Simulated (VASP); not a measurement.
# Ti (R-3m) in VASP: notebook, part 2 of 2

VASP 6.6.1. Earlier steps stand in the parts before.

**3. Electric field gradients, PBE (equal xy, yz and zx shear strains of -1 %)**

INCAR

```
SYSTEM = Ti
ALGO = Normal
EDIFF = 1E-8
ENCUT = 400
GGA = PE
GGA_COMPAT = .FALSE.
ISIF = 2
ISMEAR = -1
LASPH = .TRUE.
LCHARG = .FALSE.
LEFG = .TRUE.
LREAL = .FALSE.
LWAVE = .FALSE.
NBANDS = 12
NELM = 120
PREC = Accurate
SIGMA = 0.05
```

KPOINTS

```
k-points
0
G
  14 14 14
  0 0 0
```

POSCAR

```
Ti
1.0
   -1.6574100000      1.6410000000      1.6410000000
    1.6410000000     -1.6574100000      1.6410000000
    1.6410000000      1.6410000000     -1.6574100000
Ti
1
Direct
    0.0000000000      0.0000000000      0.0000000000
```

Potentials or basis: VASP PAW PBE potentials, release 64 (Ti_sv).

Run with:

```
> cat potpaw_PBE.64/Ti_sv/POTCAR > POTCAR
> mpirun -np 1 vasp_std > vasp.out
```

OUTCAR:

```text
SYSTEM = Ti
   EDIFF = 1E-8
   ENCUT = 400
   GGA = PE
   ISIF = 2
   ISMEAR = -1
   LASPH = .TRUE.
   LREAL = .FALSE.
   NELM = 120
   PREC = Accurate

 ion  position               nearest neighbor table
   1  0.000  0.000  0.000-

  LATTYP: Found a trigonal (rhomboedric) cell.
 ALAT       =     2.8518011691
 COS(alpha) =    -0.3377371610

  Lattice vectors:

 A1 = (  -1.6574100000,   1.6410000000,   1.6410000000)
 A2 = (   1.6410000000,  -1.6574100000,   1.6410000000)
 A3 = (   1.6410000000,   1.6410000000,  -1.6574100000)

Analysis of symmetry for initial positions (statically):
=====================================================================
 Subroutine PRICEL returns:
 Original cell was already a primitive cell.

 Routine SETGRP: Setting up the symmetry group for a
 trigonal (rhombohedral) supercell.

 Subroutine GETGRP returns: Found 12 space group operations
 (whereof 12 operations were pure point group operations)
 out of a pool of 12 trial point group operations.

The static configuration has the point symmetry D_3d.

Analysis of symmetry for dynamics (positions and initial velocities):
=====================================================================
 Subroutine PRICEL returns:
 Original cell was already a primitive cell.

 Routine SETGRP: Setting up the symmetry group for a
 trigonal (rhombohedral) supercell.

 Subroutine GETGRP returns: Found 12 space group operations
 (whereof 12 operations were pure point group operations)
 out of a pool of 12 trial point group operations.

The dynamic configuration has the point symmetry D_3d.

[... 153 lines left out ...]
      2     -24.5409      2.00000
      3     -24.5409      2.00000
      4     -24.5197      2.00000
      5       2.0223      2.00000
      6       8.7838      0.00000
      7       8.9279      0.00000
      8       8.9279      0.00000
      9      10.6044      0.00000
     10      10.6044      0.00000
     11      24.9980      0.00000
     12      25.2946      0.00000
[... 331 lines left out ...]
 k-point    24 :       0.2857    0.1429    0.0000
  band No.  band energies     occupation
      1     -48.5369      2.00000
      2     -25.0586      2.00000
      3     -24.7245      2.00000
      4     -24.5787      2.00000
      5       5.5045      2.00000
      6       7.6736      1.97997
      7       8.0025      0.24170
      8      10.3312      0.00000
      9      10.9223      0.00000
     10      11.9034      0.00000
     11      18.7825      0.00000
     12      20.9843      0.00000

 [... further k-points ...]
[... 5 lines left out ...]
  --------------------------------------------------------------------------------------
  -------------------------------------------------------------------------------------
  Total       -0.3632804     -0.3632804     -0.3632804      0.0407344      0.0407344      0.0407344
  in kB      -32.9305857    -32.9305857    -32.9305857      3.6924826      3.6924826      3.6924826
  external PRESSURE =     -32.9305857 kB  Pullay stress =       0.0000000 kB

 VOLUME and BASIS-vectors are now :
 -----------------------------------------------------------------------------
  energy-cutoff  :      400.00
  volume of cell :       17.67
      direct lattice vectors                 reciprocal lattice vectors
    -1.657410000  1.641000000  1.641000000     0.003062388  0.306238767  0.306238767
     1.641000000 -1.657410000  1.641000000     0.306238767  0.003062388  0.306238767
     1.641000000  1.641000000 -1.657410000     0.306238767  0.306238767  0.003062388

 POSITION                                       TOTAL-FORCE (eV/Angst)
 -----------------------------------------------------------------------------------
      0.00000      0.00000      0.00000        -0.000000      0.000000     -0.000000
 -----------------------------------------------------------------------------------
    total drift:                                0.000000     -0.000000      0.000000

  FREE ENERGIE OF THE ION-ELECTRON SYSTEM (eV)
  ---------------------------------------------------
  free  energy   TOTEN  =        -7.7227138454 eV

  energy  without entropy=       -7.7020884390  energy(sigma->0) =       -7.71240114

 Electric field gradients (V/A^2)
---------------------------------------------------------------------
 ion       V_xx      V_yy      V_zz      V_xy      V_xz      V_yz
---------------------------------------------------------------------
   1       0.000    -0.000    -0.000     2.328     2.328     2.328
---------------------------------------------------------------------

 Electric field gradients after diagonalization (V/A^2)
 (convention: |V_zz| > |V_xx| > |V_yy|)
----------------------------------------------------------------------
 ion       V_xx      V_yy      V_zz     asymmetry (V_yy - V_xx)/ V_zz
----------------------------------------------------------------------
   1      -2.328    -2.328     4.656       0.000
----------------------------------------------------------------------

           NMR quadrupolar parameters

 Cq : quadrupolar parameter    Cq=e*Q*V_zz/h
 eta: asymmetry parameters     (V_yy - V_xx)/ V_zz
 Q  : nuclear electric quadrupole moment in mb (millibarn)
----------------------------------------------------------------------
 ion       Cq(MHz)       eta       Q (mb)
----------------------------------------------------------------------
   1       0.011       0.000       1.000
----------------------------------------------------------------------
```

OSZICAR:

```text
N       E                     dE             d eps       ncg     rms          rms(c)
DAV:   1     0.766034847731E+02    0.76603E+02   -0.56454E+03  6992   0.102E+03
DAV:   2    -0.522304296294E+01   -0.81827E+02   -0.79689E+02  7108   0.269E+02
DAV:   3    -0.872662893963E+01   -0.35036E+01   -0.34641E+01  9108   0.589E+01
DAV:   4    -0.880058966910E+01   -0.73961E-01   -0.73845E-01  7736   0.772E+00
DAV:   5    -0.880240440827E+01   -0.18147E-02   -0.18147E-02  8040   0.108E+00    0.816E+00
DAV:   6    -0.771947568655E+01    0.10829E+01   -0.26322E+00  7456   0.226E+01    0.202E+00
DAV:   7    -0.771552887790E+01    0.39468E-02   -0.63392E-02  8032   0.258E+00    0.122E+00
DAV:   8    -0.772238153549E+01   -0.68527E-02   -0.29523E-02  7268   0.198E+00    0.897E-02
DAV:   9    -0.772271004126E+01   -0.32851E-03   -0.14240E-03  8276   0.341E-01    0.564E-02
DAV:  10    -0.772272438027E+01   -0.14339E-04   -0.16709E-04  7272   0.126E-01    0.152E-02
DAV:  11    -0.772271342569E+01    0.10955E-04   -0.20107E-05  7720   0.690E-02    0.666E-03
DAV:  12    -0.772271352054E+01   -0.94851E-07   -0.83097E-07  8032   0.104E-02    0.125E-03
DAV:  13    -0.772271389313E+01   -0.37258E-06   -0.23592E-07  8696   0.311E-03    0.965E-04
DAV:  14    -0.772271388010E+01    0.13023E-07   -0.11522E-08  6364   0.111E-03    0.538E-04
DAV:  15    -0.772271384452E+01    0.35585E-07   -0.45673E-09  3632   0.964E-04    0.830E-05
DAV:  16    -0.772271384540E+01   -0.88471E-09   -0.41355E-10  3592   0.196E-04
   1 F= -.77227138E+01 E0= -.77124011E+01  d E =-.206254E-01
```

stdout:

```text
POSCAR found type information on POSCAR Ti
 POSCAR found :  1 types and       1 ions
 scaLAPACK will be used
 LDA part: xc-table for (Slater+PW92), standard interpolation
 POSCAR, INCAR and KPOINTS ok, starting setup
 FFT: planning ... GRIDC
 FFT: planning ... GRID_SOFT
 FFT: planning ... GRID
 WAVECAR not read
 entering main loop
ion   1
```

Wall time 76 s (1 thread of AMD EPYC 7R43 (Zen 3), shared host); peak memory 0.11 GiB.

What came out:

```yaml
Free_energy: -7.7227 eV
Pressure: -3.3 GPa
Band_gap_on_the_k_mesh: zero (bands 6 and 7 overlap by 1.57 eV)
Largest_electric_field_gradient_by_atom: Ti +4.7 V/Å²
```

Electric field gradients, principal values (V/Å²):
| atom | least | middle | greatest (by size) |
| --- | --- | --- | --- |
| 1 Ti | -2.328 | -2.328 | 4.656 |

Caveat: the cell differs from its parent crystal (equal xy, yz and zx shear strains of -1 %); the cell stands under tension; without QUAD_EFG the Cq values of the log hold for a quadrupole moment of 1 mb, not for the nuclei.

**4. Electric field gradients, PBE (equal xy, yz and zx shear strains of +2 %)**

INCAR

```
ALGO     = Normal         # electronic algorithm
EDIFF    = 1E-8           # SCF threshold, eV
ENCUT    = 400            # plane-wave cutoff, eV
GGA      = PE             # functional
GGA_COMPAT= F            
ISIF     = 2              # what is computed and relaxed
ISMEAR   = -1             # smearing method
LASPH    = T              # aspherical terms in the spheres
LCHARG   = F              # write CHGCAR
LEFG     = T            
LREAL    = F              # projectors in reciprocal space
LWAVE    = F              # write WAVECAR
NBANDS   = 12             # bands
NELM     = 120            # most SCF steps
PREC     = Accurate       # precision mode
SIGMA    = 0.05           # smearing width, eV
```

KPOINTS

```
k-points
0
Gamma
  14 14 14
```

POSCAR

```
Ti
1.0
   -1.6081800000      1.6410000000      1.6410000000
    1.6410000000     -1.6081800000      1.6410000000
    1.6410000000      1.6410000000     -1.6081800000
Ti
1
Direct
    0.0000000000      0.0000000000      0.0000000000
```

Potentials or basis: VASP PAW PBE potentials, release 64 (Ti_sv).

Run with:

```
> cat potpaw_PBE.64/Ti_sv/POTCAR > POTCAR
> mpirun -np 1 vasp_std > vasp.out
```

OUTCAR:

```text
EDIFF = 1E-8
   ENCUT = 400
   GGA = PE
   ISIF = 2
   ISMEAR = -1
   LASPH = T
   LREAL = F
   NELM = 120
   PREC = Accurate

 ion  position               nearest neighbor table
   1  0.000  0.000  0.000-

  LATTYP: Found a trigonal (rhomboedric) cell.
 ALAT       =     2.8234739086
 COS(alpha) =    -0.3242805026

  Lattice vectors:

 A1 = (  -1.6081800000,   1.6410000000,   1.6410000000)
 A2 = (   1.6410000000,  -1.6081800000,   1.6410000000)
 A3 = (   1.6410000000,   1.6410000000,  -1.6081800000)

Analysis of symmetry for initial positions (statically):
=====================================================================
 Subroutine PRICEL returns:
 Original cell was already a primitive cell.

 Routine SETGRP: Setting up the symmetry group for a
 trigonal (rhombohedral) supercell.

 Subroutine GETGRP returns: Found 12 space group operations
 (whereof 12 operations were pure point group operations)
 out of a pool of 12 trial point group operations.

The static configuration has the point symmetry D_3d.

Analysis of symmetry for dynamics (positions and initial velocities):
=====================================================================
 Subroutine PRICEL returns:
 Original cell was already a primitive cell.

 Routine SETGRP: Setting up the symmetry group for a
 trigonal (rhombohedral) supercell.

 Subroutine GETGRP returns: Found 12 space group operations
 (whereof 12 operations were pure point group operations)
 out of a pool of 12 trial point group operations.

The dynamic configuration has the point symmetry D_3d.

 Subroutine INISYM returns: Found 12 space group operations
 (whereof 12 operations are pure point group operations),
 and found     1 'primitive' translations

----------------------------------------------------------------------------------------

                                     Primitive cell

  volume of cell :      17.6708

  direct lattice vectors                    reciprocal lattice vectors
    -1.608180000  1.641000000  1.641000000    -0.006034705  0.301735255  0.301735255
     1.641000000 -1.608180000  1.641000000     0.301735255 -0.006034705  0.301735255
     1.641000000  1.641000000 -1.608180000     0.301735255  0.301735255 -0.006034705

  length of vectors
     2.823473909  2.823473909  2.823473909     0.426760760  0.426760760  0.426760760

  position of ions in fractional coordinates (direct lattice)
     0.000000000  0.000000000  0.000000000

  ion indices of the primitive-cell ions
   primitive index   ion index
                 1           1

----------------------------------------------------------------------------------------

 KPOINTS: k-points

Automatic generation of k-mesh.
 Grid dimensions read from file:
[... 67 lines left out ...]
   EDIFFG = 0.1E-06   stopping-criterion for IOM
   NSW    =      0    number of steps for IOM
   IBRION =     -1    ionic relax: 0-MD 1-quasi-New 2-CG
   NFREE  =      0    steps in history (QN), initial steepest desc. (CG)
   ISIF   =      2    stress and relaxation
   ISYM   =      2    0-nonsym 1-usesym 2-fastsym
   POTIM  = 0.5000    time-step for ionic-motion
   TEBEG  =    0.0;   TEEND  =   0.0 temperature during run
   PSTRESS=    0.0 pullay stress
   NELECT =      12.0000    total number of electrons
   NUPDOWN=      -1.0000    fix difference up-down
   EMIN   =  10.00;   EMAX   =-10.00  energy-range for DOS
   EFERMI =   0.00;   METHOD = LEGACY
   ISMEAR =    -1;   SIGMA  =   0.05  broadening in eV -4-tet -1-fermi 0-gaus
   EFERMI_NEDOS =   21; number of points for ismear=-14 and -15
   IALGO  =     38    algorithm
   IMIX   =      4    mixing-type and parameters
     AMIX     =   0.40;   BMIX     =  1.00
     AMIX_MAG =   1.60;   BMIX_MAG =  1.00
  volume/ion in A,a.u.               =      17.67       119.25
  Fermi-wavevector in a.u.,A,eV,Ry     =   1.438964  2.719247 28.172445  2.070616
  Thomas-Fermi vector in A             =   2.557872
   LORBIT       =      0    0 simple, 1 ext, 2 COOP (PROOUT), +10 PAW based schemes
   GGA     = PE    functional components
   LHFCALC =     F    Hartree Fock is set to
   AEXX    =    0.0000 exact exchange contribution
   IVDW    =     0    specifies the selected vdW correction
   LEPSILON=     F    determine dielectric tensor
   LRPA    =     F    only Hartree local field effects (RPA)
 non-spin polarized calculation
  energy-cutoff  :      400.00
  volume of cell :       17.67
 maximum number of plane-waves:       336
   NGX =  9   NGY =  9   NGZ =  9

 number of electron      12.0000005 magnetization

 Free energy of the ion-electron system (eV)
  ---------------------------------------------------
  ext. energy  EPLUGINS =         0.00000000
  ---------------------------------------------------
  free energy    TOTEN  =        -7.72061284 eV

  energy without entropy =       -7.70018397  energy(sigma->0) =       -7.71039841

 E-fermi :   7.9072     XC(G=0): -11.4126

 val. band max:        7.9027544664   @ k =  -0.1429  -0.2857   0.0714
 cond. band min:       7.9081800030   @ k =  -0.3571   0.1429   0.1429
 fundamental gap:      0.0054255367
 Fermi energy:         7.9071957599

 k-point     1 :       0.0000    0.0000    0.0000
  band No.  band energies     occupation
      1     -48.6442      2.00000
      2     -24.5524      2.00000
      3     -24.5163      2.00000
      4     -24.5163      2.00000
      5       2.0251      2.00000
      6       8.7789      0.00000
      7       8.7789      0.00000
      8       9.0783      0.00000
      9      10.6173      0.00000
     10      10.6173      0.00000
     11      24.9986      0.00000
     12      24.9986      0.00000
[... 331 lines left out ...]
 k-point    24 :       0.2857    0.1429   -0.0000
  band No.  band energies     occupation
      1     -48.5439      2.00000
      2     -25.0122      2.00000
      3     -24.7168      2.00000
      4     -24.5620      2.00000
      5       5.3993      2.00000
      6       7.6658      1.98413
      7       7.9280      0.79500
      8      10.4008      0.00000
      9      11.0263      0.00000
     10      11.7980      0.00000
     11      18.5983      0.00000
     12      20.9845      0.00000

 [... further k-points ...]
[... 5 lines left out ...]
  --------------------------------------------------------------------------------------
  -------------------------------------------------------------------------------------
  Total       -0.3633440     -0.3633440     -0.3633440     -0.0949794     -0.0949794     -0.0949794
  in kB      -32.9436886    -32.9436886    -32.9436886     -8.6115979     -8.6115979     -8.6115979
  external PRESSURE =     -32.9436886 kB  Pullay stress =       0.0000000 kB

 VOLUME and BASIS-vectors are now :
 -----------------------------------------------------------------------------
  energy-cutoff  :      400.00
  volume of cell :       17.67
      direct lattice vectors                 reciprocal lattice vectors
    -1.608180000  1.641000000  1.641000000    -0.006034705  0.301735255  0.301735255
     1.641000000 -1.608180000  1.641000000     0.301735255 -0.006034705  0.301735255
     1.641000000  1.641000000 -1.608180000     0.301735255  0.301735255 -0.006034705

 POSITION                                       TOTAL-FORCE (eV/Angst)
 -----------------------------------------------------------------------------------
      0.00000      0.00000      0.00000         0.000000      0.000000      0.000000
 -----------------------------------------------------------------------------------
    total drift:                                0.000000     -0.000000      0.000000

  FREE ENERGIE OF THE ION-ELECTRON SYSTEM (eV)
  ---------------------------------------------------
  free  energy   TOTEN  =        -7.7206128439 eV

  energy  without entropy=       -7.7001839733  energy(sigma->0) =       -7.71039841

 Electric field gradients (V/A^2)
---------------------------------------------------------------------
 ion       V_xx      V_yy      V_zz      V_xy      V_xz      V_yz
---------------------------------------------------------------------
   1      -0.000    -0.000    -0.000    -3.987    -3.987    -3.987
---------------------------------------------------------------------

 Electric field gradients after diagonalization (V/A^2)
 (convention: |V_zz| > |V_xx| > |V_yy|)
----------------------------------------------------------------------
 ion       V_xx      V_yy      V_zz     asymmetry (V_yy - V_xx)/ V_zz
----------------------------------------------------------------------
   1       3.987     3.987    -7.974       0.000
----------------------------------------------------------------------

           NMR quadrupolar parameters

 Cq : quadrupolar parameter    Cq=e*Q*V_zz/h
 eta: asymmetry parameters     (V_yy - V_xx)/ V_zz
 Q  : nuclear electric quadrupole moment in mb (millibarn)
----------------------------------------------------------------------
 ion       Cq(MHz)       eta       Q (mb)
----------------------------------------------------------------------
   1      -0.019       0.000       1.000
----------------------------------------------------------------------
```

It took 58 s on 1 thread of AMD EPYC 7R43 (Zen 3), shared host; peak memory 0.11 GiB.

What came out:

- Free energy: -7.7206 eV
- Pressure: -3.3 GPa
- Band gap on the k mesh: zero (bands 6 and 7 overlap by 1.49 eV)
- Largest electric field gradient by atom: Ti -8.0 V/Å²

Electric field gradients, principal values (V/Å²):
| atom | least | middle | greatest (by size) |
| --- | --- | --- | --- |
| 1 Ti | 3.987 | 3.987 | -7.974 |

Caveat: the cell differs from its parent crystal (equal xy, yz and zx shear strains of +2 %); the cell stands under tension; without QUAD_EFG the Cq values of the log hold for a quadrupole moment of 1 mb, not for the nuclei.

**5. Overview**

| cell | gap on the mesh (eV) | pressure (GPa) |
| --- | --- | --- |
| a = 2.814 Å, angles 108.6°, 1 atom | none | -3.3 |
| a = 2.852 Å, angles 109.7°, 1 atom | none | -3.3 |
| a = 2.823 Å, angles 108.9°, 1 atom | none | -3.3 |

Alike in all rows: task electric field gradients; level PBE; potentials or basis VASP PAW PBE potentials, release 64 (Ti_sv); no spin polarisation; k mesh 14 × 14 × 14; cutoff (eV) 400; smearing fermi-dirac 0.05 eV.

Caveats: the cell stands under tension.

Absolute energies hang on the potentials; compare differences alone.
